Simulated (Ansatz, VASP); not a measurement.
Two plane-wave programs on TiC

The input POSCAR:

```
TiC
1.0
    0.0000000000      1.9394736172      1.9394736172
    1.9394736172      0.0000000000      1.9394736172
    1.9394736172      1.9394736172      0.0000000000
Ti C
1 1
Direct
    0.0000000000      0.0000000000      0.0000000000
    0.5000000000      0.5000000000      0.5000000000
```

INCAR.step1

```
SYSTEM = TiC
PREC     = Accurate       ! precision mode
ENCUT    = 520            ! plane-wave cutoff, eV
ISMEAR   = -1             ! smearing method
SIGMA    = 0.1            ! smearing width, eV
LREAL    = .False.        ! projectors in reciprocal space
LASPH    = .True.         ! aspherical terms in the spheres
NELM     = 100            ! most SCF steps
NBANDS   = 15             ! bands
GGA      = PE             ! functional
ALGO     = Normal         ! electronic algorithm
EDIFF    = 1E-4           ! SCF threshold, eV
LWAVE    = .True.         ! write WAVECAR
LCHARG   = .False.        ! write CHGCAR
```

The input INCAR.step2:

```
SYSTEM = TiC
PREC     = Accurate       ! precision mode
ENCUT    = 520            ! plane-wave cutoff, eV
EDIFF    = 1E-6           ! SCF threshold, eV
ISMEAR   = -1             ! smearing method
SIGMA    = 0.1            ! smearing width, eV
LREAL    = .False.        ! projectors in reciprocal space
LASPH    = .True.         ! aspherical terms in the spheres
NELM     = 100            ! most SCF steps
ALGO     = Normal         ! electronic algorithm
ISIF     = 2              ! what is computed and relaxed
LWAVE    = .False.        ! write WAVECAR
LCHARG   = .False.        ! write CHGCAR
METAGGA  = R2SCAN         ! meta-GGA
LMIXTAU  = .True.       
NBANDS   = 15             ! bands
ISTART   = 1
```

The input KPOINTS:

```
Automatic mesh
0
Gamma
  15 15 15
  0 0 0
```

Input for Ansatz:

```yaml
crystal:
  lattice:
    - [0.0, 1.9394736172, 1.9394736172]
    - [1.9394736172, 0.0, 1.9394736172]
    - [1.9394736172, 1.9394736172, 0.0]
  atoms:
    - { symbol: Ti, position: [0.0, 0.0, 0.0] }
    - { symbol: C, position: [0.5, 0.5, 0.5] }
kpoints:
  mp_grid: { grid: [15, 15, 15] }
scf:
  occupations: { method: fermi_dirac, width: 0.1 }
hamiltonian:
  xc: r2scan
  pseudopotentials: { kind: paw }
output:
  forces: true
  stress: true
  eigenvalues: true
  populations: true
```

Change from the starting cell: volume scaled by 0.72, PAW files.

Alike in both runs: task single point; functional r2SCAN; k mesh 15 × 15 × 15; occupations fermi-dirac, width 0.1 eV; no spin polarisation.

```csv
,VASP,Ansatz
version,VASP 6.6.1,Ansatz 0.2.0
potentials or method,"VASP PAW PBE potentials, release 64 (Ti_sv, C)","PAW with Ansatz's default frozen-core files, scalar-relativistic"
plane-wave cutoff (eV),520,500
valence electrons in the cell,16,16
```

VASP gave:

- pressure (GPa): 165.0

Problem. Estimate Ansatz's values.

Solution. Pressure (GPa): 163.0.

VASP's potentials were made for PBE, not for r2SCAN. Both programs put the cell under a high pressure, so it lies far from rest at this level.

Noted on VASP's run: the cell as given lies far from equilibrium.
